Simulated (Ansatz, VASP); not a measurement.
Hf2TiN3 in VASP and in Ansatz

```
CELL_PARAMETERS angstrom
-1.57948 1.57948 6.72400
1.57948 -1.57948 6.72400
1.57948 1.57948 -6.72400
ATOMIC_POSITIONS crystal
Hf 0.65944 0.65944 0.00000
Hf 0.34056 0.34056 0.00000
Ti 0.00000 0.00000 0.00000
N 0.16687 0.16687 0.00000
N 0.83313 0.83313 0.00000
N 0.50000 0.50000 0.00000
```

Alike in both runs: task single point; functional PBE; k mesh 8 × 8 × 8; occupations gaussian, width 0.1 eV; collinear spin.

|  | VASP | Ansatz |
| --- | --- | --- |
| version | VASP 6.6.1 | Ansatz 0.2.0 |
| potentials or method | VASP PAW PBE potentials, release 64 (Hf_pv, Ti_sv, N), cutoff 520 eV | scalar-relativistic, plane waves, PAW |
| valence electrons in the cell | 47 | 79 |

```csv
,VASP,Ansatz,Ansatz less VASP
gap on the k mesh at the Fermi level (eV),none,none,-
pressure (GPa),-1.5,0.1,+1.57
"traceless stress, the component that is largest in VASP (GPa)",-0.60,-0.62,-0.028
rms of the force components (eV/Å),0.014,0.013,-0.0014
net moment per atom (μB),0.00,0.00,0.000
```

Atom by atom the forces differ by 0.018 eV/Å (rms over components). A gap of «none» marks a metal or a gap that the smearing closes. The functional is the same, so the differences come from potentials, cutoffs and numerics. VASP's potentials hold 47 valence electrons a cell and Ansatz's 79, so a difference there can come from the potentials and not from the codes. Ansatz's warnings: seeded moment not kept.

Spin-orbit coupling is off throughout.
